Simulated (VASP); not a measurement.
Cu2As, 6 atoms in the cell. The structure is tetragonal, space group P4/nmm (No. 129). Conventional cell: a = 3.794 Å, b = 3.794 Å, c = 5.952 Å, α = 90.00°, β = 90.00°, γ = 90.00°. Within 3.2 Å of As (site symmetry 4mm) lie 9 Cu at 2.42 to 2.68 Å. Within 3.4 Å of Cu (site symmetry -4m2) lie 4 As at 2.57 Å and 8 Cu at 2.62 to 2.68 Å. Within 3.2 Å of Cu (site symmetry 4mm) lie 5 As at 2.42 to 2.68 Å and 4 Cu at 2.62 Å. 

- Program: VASP 6.6.1
- Task: single point
- Functional: PBEsol
- Potentials or basis: VASP PAW PBE potentials, release 64 (As, Cu)
- Cutoff: 520 eV
- k mesh: 9 × 9 × 6
- Occupations: fermi-dirac, width 0.1 eV
- Spin: no spin polarisation
- Dipole correction: no
- Further INCAR settings: ALGO = Normal; EDIFF = 1e-06; NBANDS = 36

Potentials or basis: VASP PAW PBE potentials, release 64 (As, Cu).

Run with:

```bash
$ cat potpaw_PBE.64/As/POTCAR potpaw_PBE.64/Cu/POTCAR > POTCAR
$ mpirun -np 1 vasp_std > vasp.out
```

Hardware: 1 thread of Oxide Virtual Turin-like Processor, with other jobs on the host.

Task: Estimate the wall time of this run.

Result: Run time: 6 min on 1 thread of Oxide Virtual Turin-like Processor, on a shared host, peak memory 0.24 GiB. Counts: scf iterations 16, k points 60.
